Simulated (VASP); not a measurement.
# ZnO (P6_3/mmc) in VASP: notebook

Runs on ZnO. Level: PBEsol. Tasks: single point.

Everything below comes from runs of VASP 6.6.1. Logs are shortened: lines on timing, memory, paths and dates and some standing lists are left out, and cuts for length are marked.

**1. The cell of the first run**

The structure is hexagonal, space group P6_3/mmc (No. 194). Conventional cell: a = 3.239 Å, b = 3.239 Å, c = 7.344 Å, α = 90.00°, β = 90.00°, γ = 120.00°. Zn (site symmetry -6m2) has 3 O at 1.87 Å within 2.5 Å. Within 2.5 Å of O (site symmetry -6m2) lie 3 Zn at 1.87 Å.

**2. Single point, PBEsol (strain -0.015 along x and y, +0.030 along z)**

Contents of INCAR:

```
SYSTEM = ZnO
PREC = Accurate ; ENCUT = 520
EDIFF = 1E-6 ; ISMEAR = 0
SIGMA = 0.05 ; LREAL = .False.
LASPH = .True. ; NELM = 100
ALGO = Normal ; ISIF = 2
LWAVE = .False. ; LCHARG = .False.
GGA = PS ; NBANDS = 26
```

Contents of KPOINTS:

```
regular mesh
0
Gamma
  9 9 4
  0 0 0
```

Contents of POSCAR:

```
ZnO
1.0
    3.2386476513      0.0000000000      0.0000000000
   -1.6193238256      2.8047511399      0.0000000000
    0.0000000000      0.0000000000      7.3443545905
Zn O
2 2
Direct
    0.0000000000      0.0000000000      0.7500000000
    0.0000000000      0.0000000000      0.2500000000
    0.3333333333      0.6666666667      0.2500000000
    0.6666666667      0.3333333333      0.7500000000
```

Potentials or basis: VASP PAW PBE potentials, release 64 (Zn, O).

Launch:

```console
> cat potpaw_PBE.64/Zn/POTCAR potpaw_PBE.64/O/POTCAR > POTCAR
> mpirun -np 1 vasp_std > vasp.out
```

OUTCAR:

```text
SYSTEM = ZnO
   PREC = Accurate
   ENCUT = 520
   EDIFF = 1E-6
   ISMEAR = 0
   LREAL = .False.
   LASPH = .True.
   NELM = 100
   ISIF = 2
   GGA = PS

 ion  position               nearest neighbor table
   1  0.000  0.000  0.750-   4 1.87   4 1.87   4 1.87
   2  0.000  0.000  0.250-   3 1.87   3 1.87   3 1.87
   3  0.333  0.667  0.250-   2 1.87   2 1.87   2 1.87
   4  0.667  0.333  0.750-   1 1.87   1 1.87   1 1.87

  LATTYP: Found a hexagonal cell.
 ALAT       =     3.2386476513
 C/A-ratio  =     2.2677226365

  Lattice vectors:

 A1 = (   3.2386476513,   0.0000000000,   0.0000000000)
 A2 = (  -1.6193238256,   2.8047511399,   0.0000000000)
 A3 = (   0.0000000000,   0.0000000000,   7.3443545905)

Analysis of symmetry for initial positions (statically):
=====================================================================
 Subroutine PRICEL returns:
 Original cell was already a primitive cell.

 Routine SETGRP: Setting up the symmetry group for a
 hexagonal supercell.

 Subroutine GETGRP returns: Found 24 space group operations
 (whereof 12 operations were pure point group operations)
 out of a pool of 24 trial point group operations.

The static configuration has the point symmetry D_3d.
 The point group associated with its full space group is D_6h.

Analysis of symmetry for dynamics (positions and initial velocities):
=====================================================================
 Subroutine PRICEL returns:
 Original cell was already a primitive cell.

 Routine SETGRP: Setting up the symmetry group for a
 hexagonal supercell.

 Subroutine GETGRP returns: Found 24 space group operations
 (whereof 12 operations were pure point group operations)
 out of a pool of 24 trial point group operations.

The dynamic configuration has the point symmetry D_3d.
 The point group associated with its full space group is D_6h.

 Subroutine INISYM returns: Found 24 space group operations
 (whereof 12 operations are pure point group operations),
 and found     1 'primitive' translations

----------------------------------------------------------------------------------------

                                     Primitive cell

  volume of cell :      66.7132

  direct lattice vectors                    reciprocal lattice vectors
     3.238647651  0.000000000  0.000000000     0.308770854  0.178268935  0.000000000
[... 82 lines left out ...]
   ISTART =      0    job   : 0-new  1-cont  2-samecut
   ICHARG =      2    charge: 1-file 2-atom 10-const
   ISPIN  =      1    spin polarized calculation?
   LNONCOLLINEAR =      F non collinear calculations
   LSORBIT =      F    spin-orbit coupling
   LASPH  =      T    aspherical Exc in radial PAW
   ENCUT  =  520.0 eV  38.22 Ry    6.18 a.u.   6.02  6.02 13.66*2*pi/ulx,y,z
   NELM   =    100;   NELMIN=  2; NELMDL= -5     # of ELM steps
   EDIFF  = 0.1E-05   stopping-criterion for ELM
   LREAL  =      F    real-space projection
   EDIFFG = 0.1E-04   stopping-criterion for IOM
   NSW    =      0    number of steps for IOM
   IBRION =     -1    ionic relax: 0-MD 1-quasi-New 2-CG
   NFREE  =      0    steps in history (QN), initial steepest desc. (CG)
   ISIF   =      2    stress and relaxation
   ISYM   =      2    0-nonsym 1-usesym 2-fastsym
   POTIM  = 0.5000    time-step for ionic-motion
   TEBEG  =    0.0;   TEEND  =   0.0 temperature during run
   PSTRESS=    0.0 pullay stress
   NELECT =      36.0000    total number of electrons
   NUPDOWN=      -1.0000    fix difference up-down
   EMIN   =  10.00;   EMAX   =-10.00  energy-range for DOS
   EFERMI =   0.00;   METHOD = LEGACY
   ISMEAR =     0;   SIGMA  =   0.05  broadening in eV -4-tet -1-fermi 0-gaus
   EFERMI_NEDOS =   21; number of points for ismear=-14 and -15
   IALGO  =     38    algorithm
   IMIX   =      4    mixing-type and parameters
     AMIX     =   0.40;   BMIX     =  1.00
     AMIX_MAG =   1.60;   BMIX_MAG =  1.00
  volume/ion in A,a.u.               =      16.68       112.55
  Fermi-wavevector in a.u.,A,eV,Ry     =   1.332821  2.518666 24.169544  1.776411
  Thomas-Fermi vector in A             =   2.461726
   LORBIT       =      0    0 simple, 1 ext, 2 COOP (PROOUT), +10 PAW based schemes
   GGA     = PS    functional components
   LHFCALC =     F    Hartree Fock is set to
   AEXX    =    0.0000 exact exchange contribution
   IVDW    =     0    specifies the selected vdW correction
   LEPSILON=     F    determine dielectric tensor
   LRPA    =     F    only Hartree local field effects (RPA)
 non-spin polarized calculation
 Gauss-broadening in eV      SIGMA  =   0.05
  energy-cutoff  :      520.00
  volume of cell :       66.71
 maximum number of plane-waves:      1824
   NGX = 13   NGY = 13   NGZ = 27

 number of electron      36.0000024 magnetization

 Free energy of the ion-electron system (eV)
  ---------------------------------------------------
  ext. energy  EPLUGINS =         0.00000000
  ---------------------------------------------------
  free energy    TOTEN  =       -18.28771045 eV

  energy without entropy =      -18.28771045  energy(sigma->0) =      -18.28771045

 E-fermi :  -0.5220     XC(G=0):  -9.1057

 val. band max:       -0.7474251299   @ k =   0.0000   0.0000   0.0000
 cond. band min:       0.0559913419   @ k =   0.0000   0.0000   0.0000
 fundamental gap:      0.8034164718
 Fermi energy:        -0.5220141414

 k-point     1 :       0.0000    0.0000    0.0000
  band No.  band energies     occupation
      1     -18.4867      2.00000
      2     -18.4204      2.00000
      3      -7.1407      2.00000
      4      -7.1407      2.00000
      5      -7.1300      2.00000
      6      -7.1300      2.00000
[... 685 lines left out ...]
     25       8.8411      0.00000
     26       9.1592      0.00000

 [... further k-points ...]
[... 5 lines left out ...]
  --------------------------------------------------------------------------------------
  -------------------------------------------------------------------------------------
  Total        0.3794141      0.3794141     -0.3279007      0.0000000      0.0000000      0.0000000
  in kB        9.1119718      9.1119718     -7.8748307      0.0000000      0.0000000      0.0000000
  external PRESSURE =       3.4497043 kB  Pullay stress =       0.0000000 kB

 VOLUME and BASIS-vectors are now :
 -----------------------------------------------------------------------------
  energy-cutoff  :      520.00
  volume of cell :       66.71
      direct lattice vectors                 reciprocal lattice vectors
     3.238647651  0.000000000  0.000000000     0.308770854  0.178268935  0.000000000
    -1.619323826  2.804751140  0.000000000     0.000000000  0.356537871  0.000000000
     0.000000000  0.000000000  7.344354591     0.000000000  0.000000000  0.136159003

 POSITION                                       TOTAL-FORCE (eV/Angst)
 -----------------------------------------------------------------------------------
      0.00000      0.00000      5.50827         0.000000      0.000000      0.000000
      0.00000      0.00000      1.83609         0.000000     -0.000000      0.000000
     -0.00000      1.86983      1.83609         0.000000     -0.000000     -0.000000
      1.61932      0.93492      5.50827        -0.000000      0.000000      0.000000
 -----------------------------------------------------------------------------------
    total drift:                               -0.000000      0.000000     -0.000000

  FREE ENERGIE OF THE ION-ELECTRON SYSTEM (eV)
  ---------------------------------------------------
  free  energy   TOTEN  =       -18.2877104550 eV

  energy  without entropy=      -18.2877104550  energy(sigma->0) =      -18.28771045
```

OSZICAR:

```text
N       E                     dE             d eps       ncg     rms          rms(c)
DAV:   1     0.296554824866E+03    0.29655E+03   -0.17901E+04  1872   0.179E+03
DAV:   2     0.137608256419E+02   -0.28279E+03   -0.26310E+03  2036   0.385E+02
DAV:   3    -0.211689579930E+02   -0.34930E+02   -0.34551E+02  2124   0.140E+02
DAV:   4    -0.219261904839E+02   -0.75723E+00   -0.75588E+00  2082   0.218E+01
DAV:   5    -0.219307746793E+02   -0.45842E-02   -0.45838E-02  2108   0.166E+00    0.163E+01
DAV:   6    -0.181819083871E+02    0.37489E+01   -0.95089E+00  3206   0.702E+01    0.987E+00
DAV:   7    -0.183467314346E+02   -0.16482E+00   -0.29865E+00  1990   0.169E+01    0.587E+00
DAV:   8    -0.183537974248E+02   -0.70660E-02   -0.82536E-01  2258   0.717E+00    0.193E+00
DAV:   9    -0.182844318238E+02    0.69366E-01   -0.17128E-01  2702   0.621E+00    0.419E-01
DAV:  10    -0.182873496336E+02   -0.29178E-02   -0.48465E-02  1930   0.152E+00    0.151E-01
DAV:  11    -0.182876835691E+02   -0.33394E-03   -0.79901E-04  1974   0.415E-01    0.637E-02
DAV:  12    -0.182876995116E+02   -0.15942E-04   -0.27075E-04  2574   0.380E-01    0.223E-02
DAV:  13    -0.182877213210E+02   -0.21809E-04   -0.54704E-05  2398   0.109E-01    0.294E-02
DAV:  14    -0.182877099901E+02    0.11331E-04   -0.37085E-05  2674   0.600E-02    0.339E-03
DAV:  15    -0.182877104550E+02   -0.46483E-06   -0.69331E-06  1948   0.220E-02
   1 F= -.18287710E+02 E0= -.18287710E+02  d E =-.122936E-11
```

stdout:

```text
POSCAR found type information on POSCAR ZnO
 POSCAR found :  2 types and       4 ions
 scaLAPACK will be used
 -----------------------------------------------------------------------------
|                                                                             |
|                                                                             |
|     You enforced a specific xc type in the INCAR file but a different       |
|     I HOPE YOU KNOW WHAT YOU ARE DOING!                                     |
|                                                                             |
 -----------------------------------------------------------------------------

 LDA part: xc-table for (Slater+PW92), standard interpolation
 POSCAR, INCAR and KPOINTS ok, starting setup
 FFT: planning ... GRIDC
 FFT: planning ... GRID_SOFT
 FFT: planning ... GRID
 WAVECAR not read
 entering main loop
```

It took 61 s on 1 thread of Intel Xeon Platinum 8488C (Sapphire Rapids), shared host; peak memory 0.2 GiB.

Results:

* Free energy: -18.2877 eV
* Pressure: 0.3 GPa
* Band gap on the k mesh: 0.80 eV

Levels at points of the mesh, in eV from the valence-band top:
```tsv
k point	band 14	band 15	band 16	band 17	band 18	band 19	band 20	band 21	band 22	band 23
(0.00, 0.00, 0.00)	-2.13	-0.01	-0.01	0.00	0.00	0.80	3.24	4.93	10.41	10.43
(0.00, 0.00, 0.50)	-2.84	0.00	0.00	0.00	0.00	1.84	1.84	6.92	6.92	13.32
```

Caveat: the cell differs from its parent crystal (strain -0.015 along x and y, +0.030 along z); the PAW data sets were made with another functional, which shifts forces and pressure a little; an odd mesh through Γ misses points on the zone boundary, where band edges can lie.

**3. Single point, PBEsol (strain +0.015 along x and y, -0.030 along z)**

Contents of INCAR:

```
PREC = Accurate
ENCUT = 520
EDIFF = 1E-6
ISMEAR = 0
SIGMA = 0.05
LREAL = False
LASPH = True
NELM = 100
ALGO = Normal
ISIF = 2
LWAVE = False
LCHARG = False
GGA = PS
NBANDS = 26
```

Contents of KPOINTS:

```
Automatic mesh
0
Gamma
  9 9 4
```

Contents of POSCAR:

```
ZnO
1.0
    3.3372866661      0.0000000000      0.0000000000
   -1.6686433330      2.8901750325      0.0000000000
    0.0000000000      0.0000000000      6.9165281095
Zn O
2 2
Direct
    0.0000000000      0.0000000000      0.7500000000
    0.0000000000      0.0000000000      0.2500000000
    0.3333333333      0.6666666667      0.2500000000
    0.6666666667      0.3333333333      0.7500000000
```

Potentials or basis: VASP PAW PBE potentials, release 64 (Zn, O).

Launch:

```console
> cat potpaw_PBE.64/Zn/POTCAR potpaw_PBE.64/O/POTCAR > POTCAR
> mpirun -np 1 vasp_std > vasp.out
```

It took 71 s on 1 thread of Intel Xeon Platinum 8488C (Sapphire Rapids), shared host; peak memory 0.21 GiB.

It converged, with:

| Item | Value |
| --- | --- |
| Free energy | -18.1805 eV |
| Pressure | -7.5 GPa |
| Band gap on the k mesh | 0.68 eV |

Stress tensor (GPa, compression positive):
```
-10.75   0.00   0.00
  0.00 -10.75   0.00
  0.00   0.00  -0.92
```

Levels at points of the mesh, in eV from the valence-band top:
| k point | band 16 | band 17 | band 18 | band 19 | band 20 | band 21 |
| --- | --- | --- | --- | --- | --- | --- |
| (0.00, 0.00, 0.00) | -0.01 | 0.00 | 0.00 | 0.68 | 3.36 | 5.25 |
| (0.00, 0.00, 0.50) | 0.00 | 0.00 | 0.00 | 1.90 | 1.90 | 7.45 |

Caveat: the cell differs from its parent crystal (strain +0.015 along x and y, -0.030 along z); the cell stands under tension; the PAW data sets were made with another functional, which shifts forces and pressure a little; an odd mesh through Γ misses points on the zone boundary, where band edges can lie.
